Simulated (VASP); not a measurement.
Wanted: the native input for a VASP 6.6.1 run.

```
Task                   : single point
Functional             : PBE
Potentials or basis    : VASP PAW PBE potentials, release 64 (Ti_sv, Sb, N)
Cutoff                 : 520 eV
k mesh                 : 3 × 3 × 3
Occupations            : gaussian, width 0.15 eV
Spin                   : collinear spin
Starting moments       : [1.0, 0.0, 0.0, 0.0, 0.0, 0.0] μB
Dipole correction      : no
Further INCAR settings : ALGO = Normal; EDIFF = 1e-06; NBANDS = 32
```

The structure of TiSb2N3 lies in POSCAR:

```
TiSb2N3
1.0
    2.9444398484      1.6999731391      2.9036833452
   -2.9444398484      1.6999731391      2.9036833452
    0.0000000000     -3.3999462782      2.9036833452
Ti Sb N
1 2 3
Direct
    0.0000000000      0.0000000000      0.0000000000
    0.6870665613      0.6870665613      0.6870665613
    0.3129334387      0.3129334387      0.3129334387
    0.0000000000      0.0000000000      0.5000000000
    0.5000000000      0.0000000000      0.0000000000
    0.0000000000      0.5000000000      0.0000000000
```

The cell was built from a structure type or drawn by symmetry, and may not be a known phase.

These files were run (other wordings do the same):

INCAR

```
  ALGO = Normal
  EDIFF = 1E-6
  ENCUT = 520
  GGA = PE
  ISIF = 2
  ISMEAR = 0
  ISPIN = 2
  LASPH = True
  LCHARG = False
  LMAXMIX = 4
  LORBIT = 11
  LREAL = False
  LWAVE = False
  MAGMOM = 1 0 0 0 0 0
  NBANDS = 32
  NELM = 150
  PREC = Accurate
  SIGMA = 0.15
```

KPOINTS

```
k-points
0
Gamma
  3 3 3
```

Potentials or basis: VASP PAW PBE potentials, release 64 (Ti_sv, Sb, N).

Command:

```console
$ cat potpaw_PBE.64/Ti_sv/POTCAR potpaw_PBE.64/Sb/POTCAR potpaw_PBE.64/N/POTCAR > POTCAR
$ mpirun -np 1 vasp_std > vasp.out
```

Results of the run:

```json
{"Pressure": "0.2 GPa", "Largest force": "0.100 eV/Å", "Net moment": "-0.01 μB per cell", "Valence electrons inside the program's atomic spheres": "Ti 10.13; Sb 2.35; N 3.67"}
```

Caveat: the k points lie up to 0.48 Å⁻¹ apart.

Run time: 27 s on 1 thread of Intel(R) Xeon(R) 6975P-C (Granite Rapids) (shared host), peak memory 0.24 GiB.
